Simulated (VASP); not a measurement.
Set up this calculation in VASP 6.6.1, as the native input.

```yaml
Task: single point
Functional: PBE
Potentials_or_basis: VASP PAW PBE potentials, release 64 (C)
Cutoff: 520 eV
k_mesh: 9 × 9 × 8
Occupations: fermi-dirac, width 0.2 eV
Spin: no spin polarisation
Dipole_correction: no
Further_INCAR_settings: ALGO = Normal; EDIFF = 1e-06; NBANDS = 8
```

The structure of C lies in POSCAR:

```
C
1.0
    2.9065000000      0.0000000000      0.0000000000
   -1.4532500000      2.5171028400      0.0000000000
    0.0000000000      0.0000000000      2.8366000000
C
1
Direct
    0.6666666667      0.3333333333      0.5000000000
```

The input as run:

INCAR

```
ALGO = Normal
EDIFF = 1E-6
ENCUT = 520
GGA = PE
ISIF = 2
ISMEAR = -1
LASPH = T
LCHARG = T
LELF = T
LREAL = F
LVHAR = T
LWAVE = F
NBANDS = 8
NELM = 80
PREC = Accurate
SIGMA = 0.2
```

KPOINTS

```
k-points
0
Gamma
  9 9 8
```

Potentials or basis: VASP PAW PBE potentials, release 64 (C).

Run with:

```console
$ cat potpaw_PBE.64/C/POTCAR > POTCAR
$ mpirun -np 1 vasp_std > vasp.out
```

Results of the run:

```json
{
 "Pressure": "-20.1 GPa",
 "Band gap on the k mesh": "zero (band 2 reaches 0.70 eV, above the bottom of band 3 at -2.46 eV)"
}
```

It took 2.8 s on 1 thread of Intel(R) Xeon(R) 6975P-C (Granite Rapids), with other jobs on the host, peak memory 0.12 GiB.
